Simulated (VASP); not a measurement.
A run of VASP 6.6.1:

The input INCAR:

```
SYSTEM = Cu
PREC = Accurate ; ENCUT = 520
EDIFF = 1E-7 ; ISMEAR = 1
SIGMA = 0.3 ; LREAL = .FALSE.
LASPH = .TRUE. ; NELM = 60
ALGO = Normal ; ISIF = 2
LWAVE = .FALSE. ; LCHARG = .TRUE.
GGA = PE ; LELF = .TRUE.
LVHAR = .TRUE. ; NBANDS = 12
```

File KPOINTS:

```
regular mesh
0
G
  15 15 15
  0 0 0
```

The input POSCAR:

```
Cu
1.0
    0.0000000000      1.8145751207      1.8145751207
    1.8145751207      0.0000000000      1.8145751207
    1.8145751207      1.8145751207      0.0000000000
Cu
1
Direct
    0.0000000000      0.0000000000      0.0000000000
```

Potentials or basis: VASP PAW PBE potentials, release 64 (Cu).

Run with:

```console
$ cat potpaw_PBE.64/Cu/POTCAR > POTCAR
$ mpirun -np 1 vasp_std > vasp.out
```

Hardware: 1 thread of AMD EPYC 7R13, with other jobs on the host.

Task: How long does it take, and how much memory?

Result: It took 36 s on 1 thread of AMD EPYC 7R13, with other jobs on the host, peak memory 0.1 GiB. Counts: scf iterations 12, k points 120.
